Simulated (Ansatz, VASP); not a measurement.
This is a calculation of Pb for VASP 6.6.1.

The input INCAR:

```
SYSTEM = Pb
PREC     = Accurate       ! precision mode
ENCUT    = 520            ! plane-wave cutoff, eV
EDIFF    = 1E-7           ! SCF threshold, eV
ISMEAR   = -1             ! smearing method
SIGMA    = 0.05           ! smearing width, eV
LREAL    = .FALSE.        ! projectors in reciprocal space
LASPH    = .TRUE.         ! aspherical terms in the spheres
NELM     = 80             ! most SCF steps
ALGO     = Normal         ! electronic algorithm
ISIF     = 2              ! what is computed and relaxed
LWAVE    = .FALSE.        ! write WAVECAR
LCHARG   = .FALSE.        ! write CHGCAR
GGA      = CA             ! functional
NBANDS   = 36             ! bands
```

KPOINTS

```
regular mesh
0
G
  9 9 3
  0 0 0
```

POSCAR

```
Pb
1.0
    3.5007119655      0.0000000000      0.0000000000
   -1.7503559828      3.0317054935      0.0000000000
    0.0000000000      0.0000000000     11.4180902115
Pb
4
Direct
    0.6666666667      0.3333333333      0.7500000000
    0.0000000000      0.0000000000      0.5000000000
    0.3333333333      0.6666666667      0.2500000000
    0.0000000000      0.0000000000      0.0000000000
```

Potentials or basis: VASP PAW LDA potentials, release 64 (Pb_d).

Launch:

```console
$ cat potpaw_LDA.64/Pb_d/POTCAR > POTCAR
$ mpirun -np 1 vasp_std > vasp.out
```

Question: Set up the same calculation for Ansatz 0.2.0. Potentials there: Ansatz PAW.

Answer: As run (the cutoff follows the program's own potentials):

File input.yaml:

```yaml
crystal:
  lattice:
    - [3.5007119655, 0.0, 0.0]
    - [-1.7503559828, 3.0317054935, 0.0]
    - [0.0, 0.0, 11.4180902115]
  atoms:
    - { symbol: Pb, position: [0.6666666667, 0.3333333333, 0.75] }
    - { symbol: Pb, position: [0.0, 0.0, 0.5] }
    - { symbol: Pb, position: [0.3333333333, 0.6666666667, 0.25] }
    - { symbol: Pb, position: [0.0, 0.0, 0.0] }
hamiltonian:
  xc: lda
  pseudopotentials: { kind: paw }
kpoints:
  mp_grid: { grid: [9, 9, 3] }
scf:
  occupations: { method: fermi_dirac, width: 0.05 }
output:
  forces: true
  stress: true
  eigenvalues: true
```

Potentials or basis: Ansatz PAW.

The run is started by

```bash
$ ansatz run input.yaml --threads 2 --pin off --max-ram 5632MiB --backend cpu --events-out ev --progress --plain --runs-dir out
```

Both were run:

|  | VASP | Ansatz | Ansatz less VASP |
| --- | --- | --- | --- |
| gap on the k mesh at the Fermi level (eV) | none | none | - |
| pressure (GPa) | -2.1 | -2.2 | -0.05 |
| traceless stress, the component that is largest in VASP (GPa) | 0.34 | 0.33 | -0.013 |

LDA's correlation is that of Perdew and Zunger in VASP and of Perdew and Wang (1992) in Ansatz. A gap of «none» marks a metal or a gap that the smearing closes.

Spin-orbit coupling is off throughout.
